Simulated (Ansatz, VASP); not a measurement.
**Two plane-wave programs on MgO**

File INCAR:

```
  ALGO = Normal
  EDIFF = 1E-6
  ENCUT = 600
  GGA = CA
  GGA_COMPAT = False
  ISIF = 2
  ISMEAR = -1
  LASPH = True
  LCHARG = False
  LREAL = False
  LWAVE = False
  NBANDS = 11
  NELM = 120
  PREC = Accurate
  SIGMA = 0.02
```

File KPOINTS:

```
k-points
0
Gamma
  8 8 8
```

The input POSCAR:

```
MgO
1.0
   -0.0316275000      2.1085000000      2.1085000000
    2.1085000000     -0.0316275000      2.1085000000
    2.0768725000      2.0768725000      0.0000000000
Mg O
1 1
Direct
    0.0000000000      0.0000000000      0.0000000000
    0.5000000000      0.5000000000      0.5000000000
```

Input for Ansatz:

```yaml
crystal:
  lattice:
    - [-0.031627499999999996, 2.1085, 2.1085]
    - [2.1085, -0.031627499999999996, 2.1085]
    - [2.0768725, 2.0768725, 0.0]
  atoms:
    - { symbol: Mg, position: [0.0, 0.0, 0.0] }
    - { symbol: O, position: [0.5, 0.5, 0.5] }
basis:
  ecutwfc: 517.016338673772
kpoints:
  mp_grid:
    grid: [8, 8, 8]
hamiltonian:
  xc: lda
scf:
  occupations:
    method: fermi_dirac
    width: 0.02
output:
  stress: true
```

Alike in both runs: task single point; functional LDA; k mesh 8 × 8 × 8; occupations fermi-dirac, width 0.02 eV; no spin polarisation.

|  | VASP | Ansatz |
| --- | --- | --- |
| version | VASP 6.6.1 | Ansatz 0.2.0 |
| potentials or method | VASP PAW LDA potentials, release 64 (Mg, O), cutoff 600 eV | plane waves, PAW |
| valence electrons in the cell | 8 | 16 |

```csv
,VASP,Ansatz,Ansatz less VASP
pressure (GPa),-8.4,-6.5,+1.98
"traceless stress, the component that is largest in VASP (GPa)",4.45,4.39,-0.056
```

LDA's correlation is that of Perdew and Zunger in VASP and of Perdew and Wang (1992) in Ansatz. VASP's potentials hold 8 valence electrons a cell and Ansatz's 16, so a difference there can come from the potentials and not from the codes.
